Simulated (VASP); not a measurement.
The system is SnTe (rocksalt type).

```
Sn Te
1.0
     0.00000    2.89164    2.89164
     2.89164    0.00000    2.89164
     2.89164    2.89164    0.00000
Sn Te
1 1
Direct
  0.00000 0.00000 0.00000
  0.50000 0.50000 0.50000
```

- Program: VASP 6.6.1
- Task: relaxation of cell and atoms
- Functional: r2SCAN
- Potentials or basis: VASP PAW PBE potentials, release 64 (Sn_d, Te)
- Cutoff: 600 eV
- k mesh: 13 × 13 × 13
- Occupations: fermi-dirac, width 0.08 eV
- Spin: no spin polarisation

At the start: pressure 23.8 GPa; volume 24.18 Å³/atom.

Q: How do energy, volume and symmetry change on relaxing?

A: Over 6 steps the energy falls by 467.8 meV/atom and the volume is 32.30 Å³/atom (+33.6 %); space group Fm-3m (No. 225, to 0.1 Å) before and after.

Step by step:
```csv
step,energy change (eV),largest force (eV/Å),pressure (GPa),volume (Å³)
1,0.0000,0.0000,23.79,48.36
2,-0.6603,0.0000,-5.53,78.09
3,-0.9355,0.0000,0.03,64.55
4,-0.9353,0.0000,-0.20,64.91
5,-0.9355,0.0000,0.03,64.55
6,-0.9355,0.0000,-0.01,64.59
```

Final structure:
```
Sn Te
1.0
     0.00000    3.18461    3.18461
     3.18461    0.00000    3.18461
     3.18461    3.18461    0.00000
Sn Te
1 1
Direct
  0.00000 0.00000 0.00000
  0.50000 0.50000 0.50000
```

Caveat: the volume moved by over 15 % at a fixed basis, so the end points are rough; the PAW data sets were made with another functional, which shifts forces and pressure a little.
